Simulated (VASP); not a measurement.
SiC, 2 atoms in the cell. Symmetry: F-43m, No. 216, cubic system. The conventional cell has a = 4.197 Å, b = 4.197 Å, c = 4.197 Å, α = 90.00°, β = 90.00°, γ = 90.00°. Within 2.4 Å of Si (site symmetry -43m) lie 4 C at 1.82 Å. C (site symmetry -43m) has 4 Si at 1.82 Å within 2.4 Å.  This cell differs from its parent crystal: volume scaled by 0.88.

| Item | Value |
| --- | --- |
| Program | VASP 6.6.1 |
| Task | single point |
| Functional | PBE |
| Potentials or basis | VASP PAW PBE potentials, release 64 (Si, C) |
| Cutoff | 520 eV |
| k mesh | 10 × 10 × 10 |
| Occupations | gaussian, width 0.02 eV |
| Spin | no spin polarisation |
| Dipole correction | no |
| Further INCAR settings | ALGO = Normal; EDIFF = 1e-07; NBANDS = 11 |

Potentials or basis: VASP PAW PBE potentials, release 64 (Si, C).

Launch:

```console
$ cat potpaw_PBE.64/Si/POTCAR potpaw_PBE.64/C/POTCAR > POTCAR
$ mpirun -np 1 vasp_std > vasp.out
```

Hardware: 1 thread of Intel Xeon 8259CL, with other jobs on the host.

Problem. Estimate the wall time of this run.

Solution. Wall time 10 s on 1 thread of Intel Xeon 8259CL (shared host), peak memory 0.14 GiB. Counts: scf iterations 13, k points 47.
